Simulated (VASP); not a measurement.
# MoS2 (R3m) in VASP: a series of runs, part 3 of 3

VASP 6.6.1. Earlier steps stand in the parts before.

### 5 Electric field gradients, PBE (equal xx and yy strain of +2 %)

The input, INCAR:

```
PREC = Accurate
ENCUT = 520
EDIFF = 1E-8
ISMEAR = -1
SIGMA = 0.05
LREAL = False
LASPH = True
NELM = 60
ALGO = Normal
ISIF = 2
LWAVE = False
LCHARG = False
GGA = PE
LEFG = True
NBANDS = 20
```

The input, KPOINTS:

```
Automatic mesh
0
Gamma
  13 13 13
```

The input, POSCAR:

```
MoS2
1.0
    1.6131303639      0.9313412498      6.1233300000
   -1.6131303639      0.9313412498      6.1233300000
    0.0000000000     -1.8626824997      6.1233300000
Mo S
1 2
Direct
    0.0000000000      0.0000000000      0.0000000000
    0.7484000000      0.7484000000      0.7484000000
    0.5849000000      0.5849000000      0.5849000000
```

Potentials or basis: VASP PAW PBE potentials, release 64 (Mo_sv, S).

Launch:

```bash
$ cat potpaw_PBE.64/Mo_sv/POTCAR potpaw_PBE.64/S/POTCAR > POTCAR
$ mpirun -np 1 vasp_std > vasp.out
```

OUTCAR:

```text
PREC = Accurate
   ENCUT = 520
   EDIFF = 1E-8
   ISMEAR = -1
   LREAL = False
   LASPH = True
   NELM = 60
   ISIF = 2
   GGA = PE

 ion  position               nearest neighbor table
   1  0.000  0.000  0.000-   2 2.39   2 2.39   2 2.39   3 2.39   3 2.39   3 2.39
   2  0.748  0.748  0.748-   1 2.39   1 2.39   1 2.39
   3  0.585  0.585  0.585-   1 2.39   1 2.39   1 2.39

  LATTYP: Found a trigonal (rhomboedric) cell.
 ALAT       =     6.4003715817
 COS(alpha) =     0.8729547152

  Lattice vectors:

 A1 = (   1.6131303639,   0.9313412498,   6.1233300000)
 A2 = (  -1.6131303639,   0.9313412498,   6.1233300000)
 A3 = (   0.0000000000,  -1.8626824997,   6.1233300000)

Analysis of symmetry for initial positions (statically):
=====================================================================
 Subroutine PRICEL returns:
 Original cell was already a primitive cell.

 Routine SETGRP: Setting up the symmetry group for a
 trigonal (rhombohedral) supercell.

 Subroutine GETGRP returns: Found  6 space group operations
 (whereof  6 operations were pure point group operations)
 out of a pool of 12 trial point group operations.

The static configuration has the point symmetry C_3v.

Analysis of symmetry for dynamics (positions and initial velocities):
=====================================================================
 Subroutine PRICEL returns:
 Original cell was already a primitive cell.

 Routine SETGRP: Setting up the symmetry group for a
 trigonal (rhombohedral) supercell.

 Subroutine GETGRP returns: Found  6 space group operations
 (whereof  6 operations were pure point group operations)
 out of a pool of 12 trial point group operations.

The dynamic configuration has the point symmetry C_3v.

 Subroutine INISYM returns: Found  6 space group operations
 (whereof  6 operations are pure point group operations),
 and found     1 'primitive' translations

----------------------------------------------------------------------------------------

                                     Primitive cell

  volume of cell :      55.1972

  direct lattice vectors                    reciprocal lattice vectors
     1.613130364  0.931341250  6.123330000     0.309956350  0.178953382  0.054436611
    -1.613130364  0.931341250  6.123330000    -0.309956350  0.178953382  0.054436611
     0.000000000 -1.862682500  6.123330000     0.000000000 -0.357906764  0.054436611

  length of vectors
     6.400371582  6.400371582  6.400371582     0.362022923  0.362022923  0.362022923

  position of ions in fractional coordinates (direct lattice)
     0.000000000  0.000000000  0.000000000
     0.748400000  0.748400000  0.748400000
     0.584900000  0.584900000  0.584900000

  ion indices of the primitive-cell ions
   primitive index   ion index
[... 74 lines left out ...]
   NELM   =     60;   NELMIN=  2; NELMDL= -5     # of ELM steps
   EDIFF  = 0.1E-07   stopping-criterion for ELM
   LREAL  =      F    real-space projection
   EDIFFG = 0.1E-06   stopping-criterion for IOM
   NSW    =      0    number of steps for IOM
   IBRION =     -1    ionic relax: 0-MD 1-quasi-New 2-CG
   NFREE  =      0    steps in history (QN), initial steepest desc. (CG)
   ISIF   =      2    stress and relaxation
   ISYM   =      2    0-nonsym 1-usesym 2-fastsym
   POTIM  = 0.5000    time-step for ionic-motion
   TEBEG  =    0.0;   TEEND  =   0.0 temperature during run
   PSTRESS=    0.0 pullay stress
   NELECT =      26.0000    total number of electrons
   NUPDOWN=      -1.0000    fix difference up-down
   EMIN   =  10.00;   EMAX   =-10.00  energy-range for DOS
   EFERMI =   0.00;   METHOD = LEGACY
   ISMEAR =    -1;   SIGMA  =   0.05  broadening in eV -4-tet -1-fermi 0-gaus
   EFERMI_NEDOS =   21; number of points for ismear=-14 and -15
   IALGO  =     38    algorithm
   IMIX   =      4    mixing-type and parameters
     AMIX     =   0.40;   BMIX     =  1.00
     AMIX_MAG =   1.60;   BMIX_MAG =  1.00
  volume/ion in A,a.u.               =      18.40       124.16
  Fermi-wavevector in a.u.,A,eV,Ry     =   1.273777  2.407090 22.075573  1.622509
  Thomas-Fermi vector in A             =   2.406582
   LORBIT       =      0    0 simple, 1 ext, 2 COOP (PROOUT), +10 PAW based schemes
   GGA     = PE    functional components
   LHFCALC =     F    Hartree Fock is set to
   AEXX    =    0.0000 exact exchange contribution
   IVDW    =     0    specifies the selected vdW correction
   LEPSILON=     F    determine dielectric tensor
   LRPA    =     F    only Hartree local field effects (RPA)
 non-spin polarized calculation
  energy-cutoff  :      520.00
  volume of cell :       55.20
 maximum number of plane-waves:      1507
   NGX = 23   NGY = 23   NGZ = 23

 number of electron      26.0000001 magnetization

 Free energy of the ion-electron system (eV)
  ---------------------------------------------------
  ext. energy  EPLUGINS =         0.00000000
  ---------------------------------------------------
  free energy    TOTEN  =       -21.76621616 eV

  energy without entropy =      -21.76616641  energy(sigma->0) =      -21.76619128

 E-fermi :   7.5696     XC(G=0): -10.6066

 val. band max:        7.3852475040   @ k =   0.4615   0.4615   0.4615
 cond. band min:       7.9063922714   @ k =  -0.3077   0.3077   0.0000
 fundamental gap:      0.5211447674
 Fermi energy:         7.5695888161

 k-point     1 :       0.0000    0.0000    0.0000
  band No.  band energies     occupation
      1     -54.4191      2.00000
      2     -28.5440      2.00000
      3     -28.4008      2.00000
      4     -28.4008      2.00000
      5      -7.7895      2.00000
      6      -6.0059      2.00000
[... 541 lines left out ...]
     19      15.1698      0.00000
     20      15.6517      0.00000

 [... further k-points ...]
[... 5 lines left out ...]
  --------------------------------------------------------------------------------------
  -------------------------------------------------------------------------------------
  Total       -0.0753553     -0.0753553      3.1179352      0.0000000     -0.0000000     -0.0000000
  in kB       -2.1872936     -2.1872936     90.5024718      0.0000000     -0.0000000     -0.0000000
  external PRESSURE =      28.7092948 kB  Pullay stress =       0.0000000 kB

 VOLUME and BASIS-vectors are now :
 -----------------------------------------------------------------------------
  energy-cutoff  :      520.00
  volume of cell :       55.20
      direct lattice vectors                 reciprocal lattice vectors
     1.613130364  0.931341250  6.123330000     0.309956350  0.178953382  0.054436611
    -1.613130364  0.931341250  6.123330000    -0.309956350  0.178953382  0.054436611
     0.000000000 -1.862682500  6.123330000     0.000000000 -0.357906764  0.054436611

 POSITION                                       TOTAL-FORCE (eV/Angst)
 -----------------------------------------------------------------------------------
      0.00000      0.00000      0.00000         0.000000      0.000000     -0.002573
      0.00000     -0.00000     13.74810         0.000000     -0.000000      0.822589
      0.00000     -0.00000     10.74461         0.000000      0.000000     -0.820016
 -----------------------------------------------------------------------------------
    total drift:                                0.000000      0.000000     -0.000007

  FREE ENERGIE OF THE ION-ELECTRON SYSTEM (eV)
  ---------------------------------------------------
  free  energy   TOTEN  =       -21.7662161565 eV

  energy  without entropy=      -21.7661664069  energy(sigma->0) =      -21.76619128

 Electric field gradients (V/A^2)
---------------------------------------------------------------------
 ion       V_xx      V_yy      V_zz      V_xy      V_xz      V_yz
---------------------------------------------------------------------
   1      46.918    46.918   -93.837     0.000    -0.000     0.000
   2      31.387    31.387   -62.773    -0.000    -0.000     0.000
   3      30.747    30.747   -61.494     0.000     0.000     0.000
---------------------------------------------------------------------

 Electric field gradients after diagonalization (V/A^2)
 (convention: |V_zz| > |V_xx| > |V_yy|)
----------------------------------------------------------------------
 ion       V_xx      V_yy      V_zz     asymmetry (V_yy - V_xx)/ V_zz
----------------------------------------------------------------------
   1      46.918    46.918   -93.837       0.000
   2      31.387    31.387   -62.773       0.000
   3      30.747    30.747   -61.494       0.000
----------------------------------------------------------------------

           NMR quadrupolar parameters

 Cq : quadrupolar parameter    Cq=e*Q*V_zz/h
 eta: asymmetry parameters     (V_yy - V_xx)/ V_zz
 Q  : nuclear electric quadrupole moment in mb (millibarn)
----------------------------------------------------------------------
 ion       Cq(MHz)       eta       Q (mb)
----------------------------------------------------------------------
   1      -0.227       0.000       1.000
   2      -0.152       0.000       1.000
   3      -0.149       0.000       1.000
----------------------------------------------------------------------
```

stdout:

```text
POSCAR found type information on POSCAR MoS
 POSCAR found :  2 types and       3 ions
 scaLAPACK will be used
 LDA part: xc-table for (Slater+PW92), standard interpolation
 POSCAR, INCAR and KPOINTS ok, starting setup
 FFT: planning ... GRIDC
 FFT: planning ... GRID_SOFT
 FFT: planning ... GRID
 WAVECAR not read
 entering main loop
ion   1

ion   2

ion   3
```

Run time: 6.7 min. Hardware: 1 thread of Intel Xeon Platinum 8488C (Sapphire Rapids), shared host; peak memory 0.47 GiB.

What came out:

* Free energy: -21.7662 eV
* Pressure: 2.9 GPa
* Largest force: 0.823 eV/Å
* Band gap on the k mesh: 0.52 eV, indirect (least direct gap 1.64 eV)

Forces on the atoms (eV/Å):
```
Mo   0.000  0.000 -0.003
S    0.000  0.000  0.823
S    0.000  0.000 -0.820
```

Levels at points of the mesh, in eV from the valence-band top:
| k point | band 11 | band 12 | band 13 | band 14 | band 15 | band 16 |
| --- | --- | --- | --- | --- | --- | --- |
| (0.00, 0.00, 0.00) | -2.73 | -1.23 | -1.03 | 1.71 | 1.71 | 2.21 |

Electric field gradients, principal values (V/Å²):
```
atom   least  middle  greatest (by size)
1 Mo  46.918  46.918             -93.837
 2 S  31.387  31.387             -62.773
 3 S  30.747  30.747             -61.494
```

Caveat: the cell differs from its parent crystal (equal xx and yy strain of +2 %); without QUAD_EFG the Cq values of the log hold for a quadrupole moment of 1 mb, not for the nuclei.

### 6 Summary

```csv
task,cell,k mesh for the DOS,occupations for the DOS,gap on the mesh (eV),pressure (GPa),largest force (eV/Å)
electric field gradients,"a = 6.390 Å, angles 28.7°, 3 atoms",-,-,0.76,9.1,1.27
density of states,"a = 6.390 Å, angles 28.7°, 3 atoms",20 × 20 × 20,tetrahedron,-,-,-
electric field gradients,"a = 6.400 Å, angles 29.2°, 3 atoms",-,-,0.52,2.9,0.82
```

Alike in all rows: level PBE; potentials or basis VASP PAW PBE potentials, release 64 (Mo_sv, S); no spin polarisation; k mesh 13 × 13 × 13; cutoff (eV) 520; smearing fermi-dirac 0.05 eV.

Caveats: forces of over 1 eV/Å act on the atoms, so gaps and moduli don't describe the material at rest (some runs).

Total energies depend on the potentials used, so only differences within one code and one set of settings carry meaning.
